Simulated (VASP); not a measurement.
# Zr (Fd-3m) in VASP: a series of runs, part 2 of 2

VASP 6.6.1. The steps go on from the part before.

## 5. Relaxation of cell and atoms, PBE, target pressure 110 GPa, at which the enthalpy is minimised

The input, INCAR:

```
SYSTEM = Zr
ALGO = Normal
EDIFF = 1E-7
EDIFFG = -0.005
ENCUT = 600
GGA = PE
IBRION = 2
ISIF = 3
ISMEAR = -1
LASPH = .TRUE.
LCHARG = .FALSE.
LREAL = .FALSE.
LWAVE = .FALSE.
NELM = 100
NSW = 32
PREC = Accurate
PSTRESS = 1100.0
SIGMA = 0.08
```

The input, KPOINTS:

```
k-points
0
G
  13 13 13
  0 0 0
```

The input, POSCAR:

```
Zr
1.0
    0.0000000000      2.4904173303      2.4904173303
    2.4904173303      0.0000000000      2.4904173303
    2.4904173303      2.4904173303      0.0000000000
Zr
2
Direct
   -0.1250000000     -0.1250000000     -0.1250000000
    0.1250000000      0.1250000000      0.1250000000
```

Potentials or basis: VASP PAW PBE potentials, release 64 (Zr_sv).

Run with:

```sh
$ cat potpaw_PBE.64/Zr_sv/POTCAR > POTCAR
$ mpirun -np 1 vasp_std > vasp.out
```

OUTCAR:

```text
SYSTEM = Zr
   EDIFF = 1E-7
   EDIFFG = -0.005
   ENCUT = 600
   GGA = PE
   IBRION = 2
   ISIF = 3
   ISMEAR = -1
   LASPH = .TRUE.
   LREAL = .FALSE.
   NELM = 100
   NSW = 32
   PREC = Accurate
   PSTRESS = 1100.0

 ion  position               nearest neighbor table
   1  0.875  0.875  0.875-   2 2.16   2 2.16   2 2.16   2 2.16
   2  0.125  0.125  0.125-   1 2.16   1 2.16   1 2.16   1 2.16

  LATTYP: Found a face centered cubic cell.
 ALAT       =     4.9808346606

  Lattice vectors:

 A1 = (   0.0000000000,   2.4904173303,   2.4904173303)
 A2 = (   2.4904173303,   0.0000000000,   2.4904173303)
 A3 = (   2.4904173303,   2.4904173303,   0.0000000000)

Analysis of symmetry for initial positions (statically):
=====================================================================
 Subroutine PRICEL returns:
 Original cell was already a primitive cell.

 Routine SETGRP: Setting up the symmetry group for a
 face centered cubic supercell.

 Subroutine GETGRP returns: Found 48 space group operations
 (whereof 12 operations were pure point group operations)
 out of a pool of 48 trial point group operations.

[... 169 lines left out ...]
  Direction    XX          YY          ZZ          XY          YZ          ZX
  --------------------------------------------------------------------------------------
  -------------------------------------------------------------------------------------
  Total       21.7294143     21.7294143     21.7294143      0.0000000      0.0000000     -0.0000000
  in kB     1126.9696403   1126.9696403   1126.9696403      0.0000000      0.0000000     -0.0000000
  external PRESSURE =      26.9696403 kB  Pullay stress =    1100.0000000 kB
[... 63 lines left out ...]
--------------------------------------- Ionic step        3  -------------------------------------------

 number of electron      23.9999999 magnetization

 Free energy of the ion-electron system (eV)
  ---------------------------------------------------
  ext. energy  EPLUGINS =         0.00000000
  ---------------------------------------------------
  free energy    TOTEN  =        -7.00186355 eV

  energy without entropy =       -6.94787618  energy(sigma->0) =       -6.97486986

 E-fermi :  14.1333     XC(G=0): -12.7257

 val. band max:       14.1310392070   @ k =  -0.0769   0.0769   0.0000
 cond. band min:      14.1379742298   @ k =   0.2308   0.1538   0.0000
 fundamental gap:      0.0069350228
 Fermi energy:        14.1332781528

 k-point     1 :       0.0000    0.0000    0.0000
  band No.  band energies     occupation
      1     -36.6938      2.00000
      2     -32.4172      2.00000
      3     -15.1320      2.00000
      4     -15.1320      2.00000
      5     -15.1320      2.00000
      6     -11.2603      2.00000
[... 433 lines left out ...]
      3     -16.0795      2.00000
      4     -15.8328      2.00000
      5     -14.4695      2.00000
      6     -11.2527      2.00000
[... 8 lines left out ...]
     15      16.9168      0.00000
     16      18.7960      0.00000

 [... further k-points ...]

------------------------ aborting loop because EDIFF is reached ----------------------------------------

  FORCE on cell =-STRESS in cart. coord.  units (eV):
  Direction    XX          YY          ZZ          XY          YZ          ZX
  --------------------------------------------------------------------------------------
  -------------------------------------------------------------------------------------
  Total       21.3246299     21.3246299     21.3246299      0.0000000     -0.0000000     -0.0000000
  in kB     1099.5223409   1099.5223409   1099.5223409      0.0000000     -0.0000000     -0.0000000
  external PRESSURE =      -0.4776591 kB  Pullay stress =    1100.0000000 kB
[... 21 lines left out ...]
  energy  without entropy=       -6.9478761841  energy(sigma->0) =       -6.97486986

  enthalpy is  TOTEN    =        14.3320303128 eV   P V=       21.3338938582

 reached required accuracy - stopping structural energy minimisation
```

OSZICAR:

```text
N       E                     dE             d eps       ncg     rms          rms(c)
DAV:   1     0.268616164306E+03    0.26862E+03   -0.15280E+04  2688   0.173E+03
DAV:   2     0.695797749163E+01   -0.26166E+03   -0.25891E+03  3352   0.471E+02
DAV:   3    -0.683411733921E+01   -0.13792E+02   -0.13573E+02  5064   0.908E+01
DAV:   4    -0.703851277269E+01   -0.20440E+00   -0.20015E+00  2960   0.990E+00
[... 30 lines left out ...]
DAV:   6    -0.700184894409E+01   -0.91829E-04   -0.19286E-04  3288   0.133E-01    0.102E-01
DAV:   7    -0.700186459564E+01   -0.15652E-04   -0.61855E-05  3136   0.952E-02    0.220E-02
DAV:   8    -0.700186241148E+01    0.21842E-05   -0.31521E-06  4032   0.118E-02    0.378E-03
DAV:   9    -0.700186349195E+01   -0.10805E-05   -0.33672E-07  3176   0.655E-03    0.347E-04
DAV:  10    -0.700186354531E+01   -0.53362E-07   -0.38522E-08  1632   0.198E-03
   3 F= 0.14332030E+02 E0= 0.14359024E+02  d E =-.149117E-02
```

It took 4.1 min on 1 thread of AMD EPYC 7R13, shared host; peak memory 0.16 GiB.

Results:

```yaml
Free_energy: -7.0019 eV
Relaxed_volume: 15.54 Å³/atom
Relaxed_cell: a = 3.529 Å, b = 3.529 Å, c = 3.529 Å, α = 60.00°, β = 60.00°, γ = 60.00°
Space_group_after_relaxing_to_0.1_Å: Fd-3m (No. 227)
Energy_change_on_relaxing_the_run_minimises_the_enthalpy: -63.0 meV/atom
Ionic_steps: 3
Pressure_after_relaxing: 110.0 GPa
Band_gap_on_the_k_mesh: zero (bands 12 and 13 overlap by 2.63 eV)
```

Step by step:
```tsv
step	energy change (eV)	largest force (eV/Å)	pressure (GPa)	volume (Å³)
1	0.0000	0.0000	112.70	30.89
2	-0.7656	0.0000	96.21	32.07
3	-0.1260	0.0000	109.95	31.07
```

Final structure:
```
Zr
1.0
     0.00000    2.49528    2.49528
     2.49528    0.00000    2.49528
     2.49528    2.49528    0.00000
Zr
2
Direct
  0.87500 0.87500 0.87500
  0.12500 0.12500 0.12500
```

Levels at points of the mesh, in eV from the Fermi level:
```
           k point  band 8  band 9  band 10  band 11  band 12  band 13  band 14  band 15  band 16
(0.00, 0.00, 0.00)  -25.39   -5.43    -3.47    -3.47    -0.07    -0.07    -0.07     4.74     4.74
```

Caveat: the cell is relaxed towards a set pressure, so the run minimises the enthalpy, not the energy.

## 6. Overview

| task | cell | cutoff (eV) | gap on the mesh (eV) | pressure (GPa) |
| --- | --- | --- | --- | --- |
| single point | a = 3.522 Å, angles 60.0°, 2 atoms | 520 | none | 112.5 |
| relaxation of cell and atoms | relaxed to 110 GPa from a = 3.502 Å, angles 60.0°, 2 atoms | 600 | none | 110.0 |
| relaxation of cell and atoms | relaxed to 110 GPa from a = 3.522 Å, angles 60.0°, 2 atoms | 600 | none | 110.0 |

Alike in all rows: level PBE; potentials or basis VASP PAW PBE potentials, release 64 (Zr_sv); no spin polarisation; k mesh 13 × 13 × 13; smearing fermi-dirac 0.08 eV.

Caveats: the cell is relaxed towards a set pressure, so the run minimises the enthalpy, not the energy (at least some runs); the cell stands under pressure (at least some runs).

Total energies depend on the potentials used, so only differences within one code and one set of settings carry meaning.
